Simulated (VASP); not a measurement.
# Zr (Pm-3n) in VASP: a series of runs

The runs below take Zr through single point, relaxation of cell and atoms, with PBEsol.

All numbers are computed with VASP 6.6.1; they aren't measurements. Logs are shortened: lines on timing, memory, paths and dates and some standing lists are left out, and cuts for length are marked.

## (1) The cell of the first run

It takes space group Pm-3n (No. 223, cubic). The conventional cell has a = 5.602 Å, b = 5.602 Å, c = 5.602 Å, α = 90.00°, β = 90.00°, γ = 90.00°. Zr (site symmetry m-3) has 12 Zr at 3.13 Å within 4.1 Å. Within 3.7 Å of Zr (site symmetry -4m2) lie 14 Zr at 2.80 to 3.43 Å.

## (2) Single point, PBEsol

Contents of INCAR:

```
SYSTEM = Zr
PREC = Accurate
ENCUT = 520
EDIFF = 1E-7
ISMEAR = 0
SIGMA = 0.1
LREAL = .FALSE.
LASPH = .TRUE.
NELM = 100
ALGO = Fast
ISIF = 2
LWAVE = .FALSE.
LCHARG = .FALSE.
GGA = PS
NBANDS = 58
```

Contents of KPOINTS:

```
regular mesh
0
G
  4 4 4
  0 0 0
```

Contents of POSCAR:

```
Zr
1.0
    5.6020851780      0.0000000000      0.0000000000
    0.0000000000      5.6020851780      0.0000000000
    0.0000000000      0.0000000000      5.6020851780
Zr
8
Direct
    0.5000000000      0.5000000000      0.5000000000
    0.0000000000      0.0000000000      0.0000000000
    0.2500000000      0.0000000000      0.5000000000
    0.5000000000      0.2500000000      0.0000000000
    0.5000000000      0.7500000000      0.0000000000
    0.7500000000      0.0000000000      0.5000000000
    0.0000000000      0.5000000000      0.7500000000
    0.0000000000      0.5000000000      0.2500000000
```

Potentials or basis: VASP PAW PBE potentials, release 64 (Zr_sv).

Command:

```bash
$ cat potpaw_PBE.64/Zr_sv/POTCAR > POTCAR
$ mpirun -np 1 vasp_std > vasp.out
```

OUTCAR:

```text
SYSTEM = Zr
   PREC = Accurate
   ENCUT = 520
   EDIFF = 1E-7
   ISMEAR = 0
   LREAL = .FALSE.
   LASPH = .TRUE.
   NELM = 100
   ISIF = 2
   GGA = PS

 ion  position               nearest neighbor table
   1  0.500  0.500  0.500-   3 3.13   4 3.13   5 3.13   6 3.13   7 3.13   8 3.13   4 3.13   5 3.13
                             3 3.13   6 3.13   7 3.13   8 3.13
   2  0.000  0.000  0.000-   3 3.13   4 3.13   5 3.13   6 3.13   7 3.13   8 3.13   3 3.13   6 3.13
                             7 3.13   8 3.13   4 3.13   5 3.13
   3  0.250  0.000  0.500-   6 2.80   6 2.80   1 3.13   2 3.13   1 3.13   2 3.13   8 3.43   5 3.43
                             4 3.43   5 3.43   4 3.43   7 3.43   8 3.43   7 3.43
   4  0.500  0.250  0.000-   5 2.80   5 2.80   1 3.13   1 3.13   2 3.13   2 3.13   8 3.43   3 3.43
                             3 3.43   6 3.43   6 3.43   7 3.43   7 3.43   8 3.43
   5  0.500  0.750  0.000-   4 2.80   4 2.80   1 3.13   1 3.13   2 3.13   2 3.13   8 3.43   3 3.43
                             3 3.43   6 3.43   6 3.43   7 3.43   7 3.43   8 3.43
   6  0.750  0.000  0.500-   3 2.80   3 2.80   1 3.13   2 3.13   1 3.13   2 3.13   8 3.43   4 3.43
                             4 3.43   5 3.43   5 3.43   7 3.43   8 3.43   7 3.43
   7  0.000  0.500  0.750-   8 2.80   8 2.80   1 3.13   2 3.13   2 3.13   1 3.13   3 3.43   4 3.43
                             5 3.43   3 3.43   6 3.43   6 3.43   4 3.43   5 3.43
   8  0.000  0.500  0.250-   7 2.80   7 2.80   1 3.13   2 3.13   2 3.13   1 3.13   3 3.43   4 3.43
                             5 3.43   3 3.43   6 3.43   6 3.43   4 3.43   5 3.43

  LATTYP: Found a simple cubic cell.
 ALAT       =     5.6020851780

  Lattice vectors:

 A1 = (   5.6020851780,   0.0000000000,   0.0000000000)
 A2 = (   0.0000000000,   5.6020851780,   0.0000000000)
 A3 = (   0.0000000000,   0.0000000000,   5.6020851780)

Analysis of symmetry for initial positions (statically):
=====================================================================
 Subroutine PRICEL returns:
 Original cell was already a primitive cell.

 Routine SETGRP: Setting up the symmetry group for a
 simple cubic supercell.

 Subroutine GETGRP returns: Found 48 space group operations
 (whereof 24 operations were pure point group operations)
 out of a pool of 48 trial point group operations.

The static configuration has the point symmetry T_h .
 The point group associated with its full space group is O_h .

Analysis of symmetry for dynamics (positions and initial velocities):
=====================================================================
 Subroutine PRICEL returns:
 Original cell was already a primitive cell.

 Routine SETGRP: Setting up the symmetry group for a
 simple cubic supercell.

 Subroutine GETGRP returns: Found 48 space group operations
[... 113 lines left out ...]
   NUPDOWN=      -1.0000    fix difference up-down
   EMIN   =  10.00;   EMAX   =-10.00  energy-range for DOS
   EFERMI =   0.00;   METHOD = LEGACY
   ISMEAR =     0;   SIGMA  =   0.10  broadening in eV -4-tet -1-fermi 0-gaus
   EFERMI_NEDOS =   21; number of points for ismear=-14 and -15
   IALGO  =     68    algorithm
   IMIX   =      4    mixing-type and parameters
     AMIX     =   0.40;   BMIX     =  1.00
     AMIX_MAG =   1.60;   BMIX_MAG =  1.00
  volume/ion in A,a.u.               =      21.98       148.30
  Fermi-wavevector in a.u.,A,eV,Ry     =   1.338080  2.528605 24.360675  1.790459
  Thomas-Fermi vector in A             =   2.466579
   LORBIT       =      0    0 simple, 1 ext, 2 COOP (PROOUT), +10 PAW based schemes
   GGA     = PS    functional components
   LHFCALC =     F    Hartree Fock is set to
   AEXX    =    0.0000 exact exchange contribution
   IVDW    =     0    specifies the selected vdW correction
   LEPSILON=     F    determine dielectric tensor
   LRPA    =     F    only Hartree local field effects (RPA)
 non-spin polarized calculation
 RMM-DIIS sequential band-by-band and
 Gauss-broadening in eV      SIGMA  =   0.10
  energy-cutoff  :      520.00
  volume of cell :      175.81
 maximum number of plane-waves:      4748
 NGX is ok and might be reduce to    42
   NGX = 21   NGY = 21   NGZ = 21

 number of electron      95.9999999 magnetization

 Free energy of the ion-electron system (eV)
  ---------------------------------------------------
  ext. energy  EPLUGINS =         0.00000000
  ---------------------------------------------------
  free energy    TOTEN  =       -71.75372435 eV

  energy without entropy =      -71.66200202  energy(sigma->0) =      -71.70786319

 E-fermi :   9.0753     XC(G=0): -11.4511

 val. band max:        9.0637064947   @ k =   0.2500   0.2500   0.0000
 cond. band min:       9.0773985020   @ k =   0.5000   0.2500   0.2500
 fundamental gap:      0.0136920073
 Fermi energy:         9.0752524074

 k-point     1 :       0.0000    0.0000    0.0000
  band No.  band energies     occupation
      1     -39.0711      2.00000
      2     -38.9315      2.00000
      3     -38.9315      2.00000
      4     -38.9186      2.00000
      5     -38.8407      2.00000
      6     -38.7398      2.00000
[... 599 lines left out ...]
     57      12.1890      0.00000
     58      12.1890      0.00000

------------------------ aborting loop because EDIFF is reached ----------------------------------------

  FORCE on cell =-STRESS in cart. coord.  units (eV):
  Direction    XX          YY          ZZ          XY          YZ          ZX
  --------------------------------------------------------------------------------------
  -------------------------------------------------------------------------------------
  Total        0.0373593      0.0373593      0.0373593      0.0000000      0.0000000     -0.0000000
  in kB        0.3404549      0.3404549      0.3404549      0.0000000      0.0000000     -0.0000000
  external PRESSURE =       0.3404549 kB  Pullay stress =       0.0000000 kB

 VOLUME and BASIS-vectors are now :
 -----------------------------------------------------------------------------
  energy-cutoff  :      520.00
  volume of cell :      175.81
      direct lattice vectors                 reciprocal lattice vectors
     5.602085178  0.000000000  0.000000000     0.178504962  0.000000000  0.000000000
     0.000000000  5.602085178  0.000000000     0.000000000  0.178504962  0.000000000
     0.000000000  0.000000000  5.602085178     0.000000000  0.000000000  0.178504962

 POSITION                                       TOTAL-FORCE (eV/Angst)
 -----------------------------------------------------------------------------------
      2.80104      2.80104      2.80104        -0.000000      0.000000      0.000000
      0.00000      0.00000      0.00000        -0.000000      0.000000      0.000000
      1.40052      0.00000      2.80104         0.000000     -0.000000     -0.000000
      2.80104      1.40052      0.00000         0.000000     -0.000000      0.000000
      2.80104      4.20156      0.00000         0.000000      0.000000     -0.000000
      4.20156      0.00000      2.80104        -0.000000      0.000000     -0.000000
      0.00000      2.80104      4.20156        -0.000000     -0.000000      0.000000
      0.00000      2.80104      1.40052        -0.000000     -0.000000     -0.000000
 -----------------------------------------------------------------------------------
    total drift:                                0.000000     -0.000000     -0.000000

  FREE ENERGIE OF THE ION-ELECTRON SYSTEM (eV)
  ---------------------------------------------------
  free  energy   TOTEN  =       -71.7537243539 eV

  energy  without entropy=      -71.6620020186  energy(sigma->0) =      -71.70786319
```

Wall time 6.1 min (1 thread of Intel Xeon 8259CL, shared host); peak memory 0.28 GiB.

Results:

| Property | Result |
| --- | --- |
| Free energy | -71.7537 eV |
| Pressure | 0.0 GPa |
| Band gap on the k mesh | zero (bands 48 and 49 overlap by 0.25 eV) |

Levels at points of the mesh, in eV from the Fermi level:
```tsv
k point	band 46	band 47	band 48	band 49	band 50	band 51
(0.00, 0.00, 0.00)	-0.42	-0.34	0.00	0.00	0.00	0.13
(0.50, 0.00, 0.00)	-0.21	-0.09	-0.09	0.56	0.56	0.69
(0.50, 0.50, 0.00)	-0.16	-0.16	0.03	0.33	0.34	0.34
(0.50, 0.50, 0.50)	-0.06	-0.06	-0.06	-0.06	-0.06	0.84
```

Caveat: the PAW data sets were made with another functional, which shifts forces and pressure a little.

## (3) Relaxation of cell and atoms, PBEsol

This run uses another cell than the first one, of 23.82 Å³/atom.

Contents of INCAR:

```
PREC = Accurate
ENCUT = 600
EDIFF = 1E-6
ISMEAR = 0
SIGMA = 0.1
LREAL = False
LASPH = True
NELM = 100
ALGO = Fast
ISIF = 3
LWAVE = False
LCHARG = False
GGA = PS
IBRION = 2
NSW = 90
EDIFFG = -0.04
```

Contents of KPOINTS:

```
regular mesh
0
Gamma
  4 4 4
```

Edit POSCAR of step 2 so:

```diff
@@ -2,5 +2,5 @@
 1.0
-    5.6020851780      0.0000000000      0.0000000000
-    0.0000000000      5.6020851780      0.0000000000
-    0.0000000000      0.0000000000      5.6020851780
+    5.7542859044      0.0000000000      0.0000000000
+    0.0000000000      5.7542859044      0.0000000000
+    0.0000000000      0.0000000000      5.7542859044
 Zr
```

Potentials or basis: VASP PAW PBE potentials, release 64 (Zr_sv).

Command:

```bash
$ cat potpaw_PBE.64/Zr_sv/POTCAR > POTCAR
$ mpirun -np 1 vasp_std > vasp.out
```

It took 20 min on 1 thread of Intel Xeon 8259CL, shared host; peak memory 0.39 GiB.

It converged, with:

| Property | Result |
| --- | --- |
| Free energy | -71.7602 eV |
| Relaxed volume | 22.01 Å³/atom |
| Relaxed cell | a = 5.605 Å, b = 5.605 Å, c = 5.605 Å, α = 90.00°, β = 90.00°, γ = 90.00° |
| Space group after relaxing (to 0.1 Å) | Pm-3n (No. 223) |
| Energy gained by relaxing | 39.4 meV/atom |
| Ionic steps | 3 |
| Pressure after relaxing | -0.1 GPa |
| Band gap on the k mesh | zero (bands 48 and 49 overlap by 0.25 eV) |

Step by step:
| step | energy change (eV) | largest force (eV/Å) | pressure (GPa) | volume (Å³) |
| --- | --- | --- | --- | --- |
| 1 | 0.0000 | 0.0000 | -6.58 | 190.53 |
| 2 | -0.0909 | 0.0000 | 6.80 | 164.83 |
| 3 | -0.3153 | 0.0000 | -0.06 | 176.07 |

Final structure:
```
Zr
1.0
     5.60477    0.00000    0.00000
     0.00000    5.60477    0.00000
     0.00000    0.00000    5.60477
Zr
8
Direct
  0.50000 0.50000 0.50000
  0.00000 0.00000 0.00000
  0.25000 0.00000 0.50000
  0.50000 0.25000 0.00000
  0.50000 0.75000 0.00000
  0.75000 0.00000 0.50000
  0.00000 0.50000 0.75000
  0.00000 0.50000 0.25000
```

Levels at points of the mesh, in eV from the Fermi level:
```tsv
k point	band 46	band 47	band 48	band 49	band 50	band 51
(0.00, 0.00, 0.00)	-0.42	-0.34	0.00	0.00	0.00	0.13
(0.50, 0.00, 0.00)	-0.21	-0.09	-0.09	0.56	0.56	0.69
(0.50, 0.50, 0.00)	-0.16	-0.16	0.03	0.33	0.34	0.34
(0.50, 0.50, 0.50)	-0.06	-0.06	-0.06	-0.06	-0.06	0.83
```

Caveat: the PAW data sets were made with another functional, which shifts forces and pressure a little.
